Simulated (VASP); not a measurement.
Write the native input for VASP 6.6.1 that does the following.

| Property | Result |
| --- | --- |
| Task | single point |
| Functional | PBE |
| Potentials or basis | VASP PAW PBE potentials, release 64 (Cu, I) |
| Cutoff | 520 eV |
| k mesh | 4 × 4 × 4 |
| Occupations | gaussian, width 0.01 eV |
| Spin | no spin polarisation |
| Dipole correction | no |
| Further INCAR settings | ALGO = Normal; EDIFF = 1e-06; NBANDS = 16 |

The structure of CuI (Marshite) lies in POSCAR:

```
CuI
1.0
    0.0000000000      3.0315000000      3.0315000000
    3.0315000000      0.0000000000      3.0315000000
    3.0315000000      3.0315000000      0.0000000000
Cu I
1 1
Direct
    0.2500000000      0.2500000000      0.2500000000
    0.0000000000      0.0000000000      0.0000000000
```

One way to write it, as run:

INCAR

```
PREC = Accurate
ENCUT = 520
EDIFF = 1E-6
ISMEAR = 0
SIGMA = 0.01
LREAL = False
LASPH = True
NELM = 80
ALGO = Normal
ISIF = 2
LWAVE = False
LCHARG = False
GGA = PE
NBANDS = 16
```

KPOINTS

```
regular mesh
0
Gamma
  4 4 4
```

Potentials or basis: VASP PAW PBE potentials, release 64 (Cu, I).

Command:

```console
$ cat potpaw_PBE.64/Cu/POTCAR potpaw_PBE.64/I/POTCAR > POTCAR
$ mpirun -np 1 vasp_std > vasp.out
```

Results of the run:

The pressure is 0.9 GPa and the band gap on the k mesh is 1.14 eV, direct.

Caveat: the k points lie up to 0.45 Å⁻¹ apart; spin-orbit coupling is left out, which moves the levels of the heavy elements.

Run time: 14 s on 1 thread of Intel(R) Xeon(R) Platinum 8259CL CPU @ 2.50GHz (Skylake/Cascade Lake), with other jobs on the host, peak memory 0.17 GiB.
